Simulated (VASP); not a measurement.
# Nb (Im-3m) in VASP: a series of runs

The runs below take Nb through single point, relaxation of cell and atoms, with PBE+D3(BJ).

Program: VASP 6.6.1. These are calculated values, not measurements. Logs are shortened: lines on timing, memory, paths and dates and some standing lists are left out, and cuts for length are marked.

### Step 1. The cell of the first run

The structure is cubic, space group Im-3m (No. 229). Conventional cell: a = 3.328 Å, b = 3.328 Å, c = 3.328 Å, α = 90.00°, β = 90.00°, γ = 90.00°. Nb (site symmetry m-3m) has 14 Nb at 2.88 to 3.33 Å within 3.8 Å.

### Step 2. Single point, PBE+D3(BJ)

Input file INCAR:

```
PREC     = Accurate       # precision mode
ENCUT    = 500            # plane-wave cutoff, eV
EDIFF    = 1E-6           # SCF threshold, eV
ISMEAR   = 0              # smearing method
SIGMA    = 0.1            # smearing width, eV
LREAL    = False          # projectors in reciprocal space
LASPH    = True           # aspherical terms in the spheres
NELM     = 120            # most SCF steps
ALGO     = Normal         # electronic algorithm
ISIF     = 2              # what is computed and relaxed
LWAVE    = False          # write WAVECAR
LCHARG   = True           # write CHGCAR
GGA      = PE             # functional
IVDW     = 12             # dispersion correction
LELF     = True           # ELF
LVHAR    = True         
NBANDS   = 12             # bands
GGA_COMPAT= False
```

Input file KPOINTS:

```
Automatic mesh
0
Gamma
  8 8 8
```

Input file POSCAR:

```
Nb
1.0
   -1.6639500000      1.6639500000      1.6639500000
    1.6639500000     -1.6639500000      1.6639500000
    1.6639500000      1.6639500000     -1.6639500000
Nb
1
Direct
    0.0000000000      0.0000000000      0.0000000000
```

Potentials or basis: VASP PAW PBE potentials, release 64 (Nb_sv).

Started as:

```console
$ cat potpaw_PBE.64/Nb_sv/POTCAR > POTCAR
$ mpirun -np 1 vasp_std > vasp.out
```

OUTCAR:

```text
PREC = Accurate
   ENCUT = 500
   EDIFF = 1E-6
   ISMEAR = 0
   LREAL = False
   LASPH = True
   NELM = 120
   ISIF = 2
   GGA = PE
   IVDW = 12
 IVDW          = 12

 ion  position               nearest neighbor table
   1  0.000  0.000  0.000-

  LATTYP: Found a body centered cubic cell.
 ALAT       =     3.3279000000

  Lattice vectors:

 A1 = (  -1.6639500000,   1.6639500000,   1.6639500000)
 A2 = (   1.6639500000,  -1.6639500000,   1.6639500000)
 A3 = (   1.6639500000,   1.6639500000,  -1.6639500000)

Analysis of symmetry for initial positions (statically):
=====================================================================
 Subroutine PRICEL returns:
 Original cell was already a primitive cell.

 Routine SETGRP: Setting up the symmetry group for a
 body centered cubic supercell.

 Subroutine GETGRP returns: Found 48 space group operations
 (whereof 48 operations were pure point group operations)
 out of a pool of 48 trial point group operations.

The static configuration has the point symmetry O_h .

Analysis of symmetry for dynamics (positions and initial velocities):
=====================================================================
 Subroutine PRICEL returns:
 Original cell was already a primitive cell.

 Routine SETGRP: Setting up the symmetry group for a
 body centered cubic supercell.

 Subroutine GETGRP returns: Found 48 space group operations
 (whereof 48 operations were pure point group operations)
 out of a pool of 48 trial point group operations.

The dynamic configuration has the point symmetry O_h .

 Subroutine INISYM returns: Found 48 space group operations
 (whereof 48 operations are pure point group operations),
 and found     1 'primitive' translations

----------------------------------------------------------------------------------------

                                     Primitive cell

  volume of cell :      18.4281

  direct lattice vectors                    reciprocal lattice vectors
    -1.663950000  1.663950000  1.663950000     0.000000000  0.300489798  0.300489798
     1.663950000 -1.663950000  1.663950000     0.300489798  0.000000000  0.300489798
     1.663950000  1.663950000 -1.663950000     0.300489798  0.300489798  0.000000000

  length of vectors
     2.882045941  2.882045941  2.882045941     0.424956748  0.424956748  0.424956748

  position of ions in fractional coordinates (direct lattice)
     0.000000000  0.000000000  0.000000000

  ion indices of the primitive-cell ions
   primitive index   ion index
                 1           1

----------------------------------------------------------------------------------------

 KPOINTS: Automatic mesh

Automatic generation of k-mesh.
 Grid dimensions read from file:
 generate k-points for:    8    8    8

 Generating k-lattice:

  Cartesian coordinates                     Fractional coordinates (reciprocal lattice)
     0.000000000  0.037561225  0.037561225     0.125000000  0.000000000  0.000000000
     0.037561225  0.000000000  0.037561225     0.000000000  0.125000000  0.000000000
     0.037561225  0.037561225  0.000000000     0.000000000  0.000000000  0.125000000

  Length of vectors
     0.053119594  0.053119594  0.053119594

  Shift w.r.t. Gamma in fractional coordinates (k-lattice)
     0.000000000  0.000000000  0.000000000

 Subroutine IBZKPT returns following result:
 ===========================================

 Found     29 irreducible k-points:

 Following reciprocal coordinates:
            Coordinates               Weight
  0.000000  0.000000  0.000000      1.000000
  0.125000  0.000000  0.000000     12.000000
  0.250000  0.000000  0.000000     12.000000
  0.375000  0.000000  0.000000     12.000000
  0.500000  0.000000  0.000000      6.000000
  0.125000  0.125000  0.000000     24.000000
[... 16 lines left out ...]
 -0.250000  0.250000  0.250000      6.000000
 -0.375000  0.375000  0.250000     24.000000
 [... further k-points ...]
   k-points           NKPTS =     29   k-points in BZ     NKDIM =     29   number of bands    NBANDS=     12
   number of dos      NEDOS =    301   number of ions     NIONS =      1
   total plane-waves  NPLWV =  13824
   dimension x,y,z NGX =    24 NGY =   24 NGZ =   24
   dimension x,y,z NGXF=    48 NGYF=   48 NGZF=   48
   ions per type =               1
   NGX,Y,Z   is equivalent  to a cutoff of  13.84, 13.84, 13.84 a.u.
   NGXF,Y,Z  is equivalent  to a cutoff of  27.69, 27.69, 27.69 a.u.
 SYSTEM =  unknown system
   PREC   = accura    normal or accurate (medium, high low for compatibility)
   ISTART =      0    job   : 0-new  1-cont  2-samecut
   ICHARG =      2    charge: 1-file 2-atom 10-const
   ISPIN  =      1    spin polarized calculation?
   LNONCOLLINEAR =      F non collinear calculations
   LSORBIT =      F    spin-orbit coupling
   LASPH  =      T    aspherical Exc in radial PAW
   ENCUT  =  500.0 eV  36.75 Ry    6.06 a.u.   5.25  5.25  5.25*2*pi/ulx,y,z
   NELM   =    120;   NELMIN=  2; NELMDL= -5     # of ELM steps
   EDIFF  = 0.1E-05   stopping-criterion for ELM
   LREAL  =      F    real-space projection
   EDIFFG = 0.1E-04   stopping-criterion for IOM
   NSW    =      0    number of steps for IOM
   IBRION =     -1    ionic relax: 0-MD 1-quasi-New 2-CG
   NFREE  =      0    steps in history (QN), initial steepest desc. (CG)
   ISIF   =      2    stress and relaxation
   ISYM   =      2    0-nonsym 1-usesym 2-fastsym
   POTIM  = 0.5000    time-step for ionic-motion
   TEBEG  =    0.0;   TEEND  =   0.0 temperature during run
   PSTRESS=    0.0 pullay stress
   NELECT =      13.0000    total number of electrons
   NUPDOWN=      -1.0000    fix difference up-down
   EMIN   =  10.00;   EMAX   =-10.00  energy-range for DOS
   EFERMI =   0.00;   METHOD = LEGACY
   ISMEAR =     0;   SIGMA  =   0.10  broadening in eV -4-tet -1-fermi 0-gaus
   EFERMI_NEDOS =   21; number of points for ismear=-14 and -15
   IALGO  =     38    algorithm
   IMIX   =      4    mixing-type and parameters
     AMIX     =   0.40;   BMIX     =  1.00
     AMIX_MAG =   1.60;   BMIX_MAG =  1.00
  volume/ion in A,a.u.               =      18.43       124.36
  Fermi-wavevector in a.u.,A,eV,Ry     =   1.457345  2.753983 28.896790  2.123854
  Thomas-Fermi vector in A             =   2.574157
   LORBIT       =      0    0 simple, 1 ext, 2 COOP (PROOUT), +10 PAW based schemes
   GGA     = PE    functional components
   LHFCALC =     F    Hartree Fock is set to
   AEXX    =    0.0000 exact exchange contribution
   IVDW    =    12    specifies the selected vdW correction
   LEPSILON=     F    determine dielectric tensor
   LRPA    =     F    only Hartree local field effects (RPA)
 non-spin polarized calculation
 Gauss-broadening in eV      SIGMA  =   0.10
  energy-cutoff  :      500.00
  volume of cell :       18.43
 maximum number of plane-waves:       484
 NGX is ok and might be reduce to    24
   NGX = 11   NGY = 11   NGZ = 11

 number of electron      12.9999999 magnetization

 Free energy of the ion-electron system (eV)
  ---------------------------------------------------
  ext. energy  EPLUGINS =         0.00000000
  ---------------------------------------------------
  free energy    TOTEN  =       -10.24356853 eV

  energy without entropy =      -10.23696900  energy(sigma->0) =      -10.24026876

 E-fermi :  10.7268     XC(G=0): -12.3863

 val. band max:       10.6719067548   @ k =  -0.2500   0.2500   0.1250
 cond. band min:      10.7551622918   @ k =   0.2500   0.0000   0.0000
 fundamental gap:      0.0832555369
 Fermi energy:        10.7268039174

 k-point     1 :       0.0000    0.0000    0.0000
  band No.  band energies     occupation
      1     -43.5645      2.00000
      2     -18.9069      2.00000
      3     -18.9069      2.00000
      4     -18.9069      2.00000
      5       4.9588      2.00000
      6      11.2197      0.00000
      7      11.2197      0.00000
      8      11.2197      0.00000
      9      14.0544      0.00000
     10      14.0544      0.00000
     11      25.0185      0.00000
     12      25.0185      0.00000

 k-point     2 :       0.1250    0.0000    0.0000
  band No.  band energies     occupation
      1     -43.5324      2.00000
      2     -19.1037      2.00000
      3     -18.9673      2.00000
      4     -18.9084      2.00000
      5       5.5627      2.00000
      6      10.8631      0.05400
      7      11.0964      0.00000
      8      11.8112      0.00000
      9      13.6197      0.00000
     10      14.0660      0.00000
     11      25.4341      0.00000
     12      26.0754      0.00000

 k-point     3 :       0.2500    0.0000    0.0000
  band No.  band energies     occupation
      1     -43.4540      2.00000
      2     -19.5601      2.00000
      3     -19.1102      2.00000
      4     -18.9122      2.00000
      5       6.8757      2.00000
      6      10.1202      2.00000
      7      10.7552      0.68838
      8      13.4654      0.00000
      9      13.5508      0.00000
     10      14.2024      0.00000
     11      25.0963      0.00000
     12      26.5248      0.00000

 k-point     4 :       0.3750    0.0000    0.0000
  band No.  band energies     occupation
      1     -43.3743      2.00000
      2     -19.9937      2.00000
      3     -19.2495      2.00000
      4     -18.9162      2.00000
      5       7.3440      2.00000
      6       9.4935      2.00000
      7      11.7552      0.00000
      8      14.0024      0.00000
      9      14.5230      0.00000
     10      15.7050      0.00000
     11      23.2902      0.00000
     12      24.0099      0.00000

 k-point     5 :       0.5000    0.0000    0.0000
  band No.  band energies     occupation
      1     -43.3410      2.00000
      2     -20.1674      2.00000
      3     -19.3061      2.00000
      4     -18.9179      2.00000
      5       7.2266      2.00000
      6       9.2588      2.00000
      7      13.0331      0.00000
      8      14.0696      0.00000
      9      14.7326      0.00000
     10      17.0301      0.00000
     11      22.4113      0.00000
     12      22.5355      0.00000
[... 228 lines left out ...]
      1     -43.2823      2.00000
      2     -19.8167      2.00000
      3     -19.8167      2.00000
      4     -19.1476      2.00000
      5       9.3115      2.00000
      6       9.3115      2.00000
      7       9.6263      2.00000
      8      14.5503      0.00000
      9      14.5503      0.00000
     10      21.0507      0.00000
     11      21.7616      0.00000
     12      21.7616      0.00000

 k-point    22 :       0.2500    0.2500    0.2500
  band No.  band energies     occupation
      1     -43.3237      2.00000
      2     -19.5454      2.00000
      3     -19.5454      2.00000
      4     -19.5454      2.00000
      5       9.7727      2.00000
      6       9.7727      2.00000
      7       9.7727      2.00000
      8      14.8596      0.00000
      9      14.8596      0.00000
     10      20.0137      0.00000
     11      22.5242      0.00000
     12      22.5242      0.00000

 k-point    23 :      -0.2500    0.2500    0.2500
  band No.  band energies     occupation
      1     -43.3594      2.00000
      2     -19.5853      2.00000
      3     -19.3317      2.00000
      4     -19.3317      2.00000
      5       8.3484      2.00000
      6       9.8451      2.00000
      7      11.7970      0.00000
      8      11.7970      0.00000
      9      13.3096      0.00000
     10      15.4426      0.00000
     11      25.3281      0.00000
     12      28.6977      0.00000

 k-point    24 :      -0.3750    0.3750    0.2500
  band No.  band energies     occupation
      1     -43.2915      2.00000
      2     -19.8427      2.00000
      3     -19.4829      2.00000
      4     -19.3700      2.00000
      5       8.5430      2.00000
      6       9.0484      2.00000
      7      11.7982      0.00000
      8      12.5302      0.00000
      9      15.2010      0.00000
     10      16.5041      0.00000
     11      24.3400      0.00000
     12      26.1583      0.00000

 [... further k-points ...]

------------------------ aborting loop because EDIFF is reached ----------------------------------------

 Edisp (eV)   -0.71829

 E8    (eV) :    -0.3486

  FORCE on cell =-STRESS in cart. coord.  units (eV):
  Direction    XX          YY          ZZ          XY          YZ          ZX
  --------------------------------------------------------------------------------------
  -------------------------------------------------------------------------------------
  Total      -1.06114    -1.06114    -1.06114     0.00000     0.00000    -0.00000
  in kB     -92.25752   -92.25752   -92.25752     0.00000     0.00000    -0.00000
  external pressure =      -92.26 kB  Pullay stress =        0.00 kB

 VOLUME and BASIS-vectors are now :
 -----------------------------------------------------------------------------
  energy-cutoff  :      500.00
  volume of cell :       18.43
      direct lattice vectors                 reciprocal lattice vectors
    -1.663950000  1.663950000  1.663950000     0.000000000  0.300489798  0.300489798
     1.663950000 -1.663950000  1.663950000     0.300489798  0.000000000  0.300489798
     1.663950000  1.663950000 -1.663950000     0.300489798  0.300489798  0.000000000

 POSITION                                       TOTAL-FORCE (eV/Angst)
 -----------------------------------------------------------------------------------
      0.00000      0.00000      0.00000        -0.000000      0.000000      0.000000
 -----------------------------------------------------------------------------------
    total drift:                                0.000000      0.000000      0.000000

  FREE ENERGIE OF THE ION-ELECTRON SYSTEM (eV)
  ---------------------------------------------------
  free  energy   TOTEN  =       -10.9618556470 eV

  energy  without entropy=      -10.9552561189  energy(sigma->0) =      -10.95855588
```

Wall time 12 s (1 thread of Intel Xeon 8259CL, shared host); peak memory 0.15 GiB.

What came out:

```
Free energy                : -10.9619 eV
Pressure                   : -9.2 GPa
Dispersion energy per atom : -0.718 eV
```

Levels at points of the mesh, in eV from the Fermi level:
```
           k point  band 2  band 3  band 4  band 5  band 6  band 7  band 8  band 9  band 10  band 11
(0.00, 0.00, 0.00)  -29.63  -29.63  -29.63   -5.77    0.49    0.49    0.49    3.33     3.33    14.29
(0.50, 0.00, 0.00)  -30.89  -30.03  -29.64   -3.50   -1.47    2.31    3.34    4.01     6.30    11.68
(0.50, 0.50, 0.50)  -30.50  -30.50  -30.50   -3.46   -3.46    5.56    5.56    5.56     9.01     9.01
```

Caveat: pairwise dispersion overbinds metals, which lowers pressure and volume.

### Step 3. Single point, PBE+D3(BJ)

This run uses another cell than the first one, of 17.49 Å³/atom, 0.949 times its volume.

Input file INCAR:

```
SYSTEM = Nb
PREC     = Accurate       ! precision mode
ENCUT    = 500            ! plane-wave cutoff, eV
EDIFF    = 1E-6           ! SCF threshold, eV
ISMEAR   = 0              ! smearing method
SIGMA    = 0.1            ! smearing width, eV
LREAL    = .FALSE.        ! projectors in reciprocal space
LASPH    = .TRUE.         ! aspherical terms in the spheres
NELM     = 120            ! most SCF steps
ALGO     = Normal         ! electronic algorithm
ISIF     = 2              ! what is computed and relaxed
LWAVE    = .FALSE.        ! write WAVECAR
LCHARG   = .FALSE.        ! write CHGCAR
GGA      = PE             ! functional
IVDW     = 12             ! dispersion correction
NBANDS   = 12             ! bands
GGA_COMPAT= .FALSE.
```

Input file KPOINTS:

```
regular mesh
0
G
  8 8 8
  0 0 0
```

Input file POSCAR:

```
Nb
1.0
   -1.6351093846      1.6351093846      1.6351093846
    1.6351093846     -1.6351093846      1.6351093846
    1.6351093846      1.6351093846     -1.6351093846
Nb
1
Direct
    0.0000000000      0.0000000000      0.0000000000
```

Potentials or basis: VASP PAW PBE potentials, release 64 (Nb_sv).

Started as:

```console
$ cat potpaw_PBE.64/Nb_sv/POTCAR > POTCAR
$ mpirun -np 1 vasp_std > vasp.out
```

Wall time 11 s (1 thread of Intel Xeon 8259CL, shared host); peak memory 0.15 GiB.

The run converged. Its results:

* Free energy: -10.9900 eV
* Pressure: -0.3 GPa
* Dispersion energy per atom: -0.759 eV

Levels at points of the mesh, in eV from the Fermi level:
```
           k point  band 3  band 4  band 5  band 6  band 7  band 8  band 9  band 10
(0.00, 0.00, 0.00)  -29.45  -29.45   -5.86    0.48    0.48    0.48    3.49     3.49
(0.50, 0.00, 0.00)  -29.91  -29.46   -3.71   -1.62    2.57    3.54    4.25     6.74
(0.50, 0.50, 0.50)  -30.46  -30.46   -3.76   -3.76    5.93    5.93    5.93     9.47
```

Caveat: pairwise dispersion overbinds metals, which lowers pressure and volume.

[end of part 1 of 2]
